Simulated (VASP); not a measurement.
Runs of VASP 6.6.1 on GaP. Symmetry: F-43m, No. 216, cubic system. Conventional cell: a = 5.451 Å, b = 5.451 Å, c = 5.451 Å, α = 90.00°, β = 90.00°, γ = 90.00°. Ga (site symmetry -43m) has 4 P at 2.36 Å within 3.1 Å. Within 3.1 Å of P (site symmetry -43m) lie 4 Ga at 2.36 Å. 

```csv
level,potentials or basis,k mesh,cutoff (eV),smearing,grid for exact exchange (PRECFOCK),screening parameter,share of exact exchange,gap on the mesh (eV),pressure (GPa)
PBEsol,"VASP PAW PBE potentials, release 64 (Ga_d, P)",5 × 5 × 5,500,gaussian 0.01 eV,-,-,-,1.47,-0.6
HSE06,"VASP PAW PBE potentials, release 64 (Ga_d, P)",4 × 4 × 4,520,gaussian 0.01 eV,Normal,0.2079 1/Å,-,2.31,1.0
PBE-based global hybrid,"VASP PAW PBE potentials, release 64 (Ga_d, P)",4 × 4 × 4,520,gaussian 0.01 eV,Normal,-,0.35,3.62,-0.2
PBEsol,"VASP PAW PBE potentials, release 64 (Ga_d, P)",6 × 6 × 6,500,gaussian 0.05 eV,-,-,-,1.51,-0.6
LDA,"VASP PAW LDA potentials, release 64 (Ga_d, P)",4 × 4 × 4,520,gaussian 0.01 eV,-,-,-,1.46,(a)
LDA,"VASP PAW LDA potentials, release 64 (Ga_d, P)",6 × 6 × 6,500,gaussian 0.01 eV,-,-,-,1.49,-2.7
PBEsol+D4,"VASP PAW PBE potentials, release 64 (Ga_d, P)",6 × 6 × 6,500,gaussian 0.01 eV,-,-,-,1.51,-2.4
HF,"VASP PAW PBE potentials, release 64 (Ga_d, P)",4 × 4 × 4,520,gaussian 0.01 eV,Normal,-,-,7.87,(b)
```

Alike in all rows: task single point; no spin polarisation; cell as given.

Question: Estimate the missing entries.

Answer: (a) -2.3; (b) 5.2.

Caveats: some runs use coarse meshes; the PAW data sets were made with another functional, which shifts forces and pressure a little (some runs).

A k mesh can miss the band edges, and the runs leave out spin-orbit coupling on Ga.
